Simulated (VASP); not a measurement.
**GaP (lda): single point with LDA**

The system is GaP (lda).

```
Ga P
1.0
     0.00000    2.69566    2.69566
     2.69566    0.00000    2.69566
     2.69566    2.69566    0.00000
Ga P
1 1
Cartesian
  0.0000 0.0000 0.0000
  4.0435 4.0435 4.0435
```

```yaml
Program: VASP 6.6.1
Task: single point
Functional: LDA
Potentials_or_basis: VASP PAW LDA potentials, release 64 (Ga_d, P)
Cutoff: 500 eV
k_mesh: 10 × 10 × 10
Occupations: gaussian, width 0.02 eV
Spin: no spin polarisation
```

```
Pressure               : 0.1 GPa
Band gap on the k mesh : 1.40 eV, indirect (least direct gap 1.91 eV)
```

Levels at points of the mesh, in eV from the valence-band top:
| k point | band 6 | band 7 | band 8 | band 9 | band 10 | band 11 | band 12 | band 13 |
| --- | --- | --- | --- | --- | --- | --- | --- | --- |
| (0.00, 0.00, 0.00) | -12.76 | 0.00 | 0.00 | 0.00 | 1.91 | 3.78 | 3.78 | 3.78 |
| (0.50, 0.00, 0.00) | -10.57 | -6.90 | -1.18 | -1.18 | 1.62 | 4.62 | 4.62 | 8.11 |
| (0.50, 0.50, 0.00) | -9.60 | -7.00 | -2.82 | -2.82 | 1.43 | 1.65 | 10.70 | 10.70 |

Wall time 12 s on 1 thread of Intel(R) Xeon(R) Platinum 8559C (Emerald Rapids) (shared host), peak memory 0.15 GiB.

A k mesh can miss the band edges. A hybrid or GW would open this gap; LDA tends to underestimate it.
